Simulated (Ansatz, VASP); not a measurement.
**One calculation of Zn2CdTe3, two programs**

```
CELL_PARAMETERS angstrom
3.41950 1.97425 4.74075
-3.41950 1.97425 4.74075
0.00000 -3.94850 4.74075
ATOMIC_POSITIONS crystal
Zn 0.92874 0.92874 0.92874
Zn 0.07126 0.07126 0.07126
Cd 0.50000 0.50000 0.50000
Te 0.50000 0.50000 0.00000
Te 0.00000 0.50000 0.50000
Te 0.50000 0.00000 0.50000
```

Alike in both runs: task single point; functional PBE; k mesh 3 × 3 × 3; occupations gaussian, width 0.1 eV; no spin polarisation.

```csv
,VASP,Ansatz
version,VASP 6.6.1,Ansatz 0.2.0
potentials or method,"VASP PAW PBE potentials, release 64 (Zn, Cd, Te), cutoff 520 eV","scalar-relativistic, plane waves, PAW"
valence electrons in the cell,54,92
```

```csv
,VASP,Ansatz,Ansatz less VASP
gap on the k mesh at the Fermi level (eV),none,none,-
pressure (GPa),0.9,0.8,-0.10
"traceless stress, the component that is largest in VASP (GPa)",3.25,3.08,-0.166
rms of the force components (eV/Å),1.511,1.473,-0.0379
```

Atom by atom the forces differ by 0.038 eV/Å (rms over components). A gap of «none» marks a metal or a gap that the smearing closes. VASP's potentials hold 54 valence electrons a cell and Ansatz's 92, so a difference there can come from the potentials and not from the codes.

The k mesh is coarse, so the values compare programs but aren't converged. Spin-orbit coupling is off throughout.
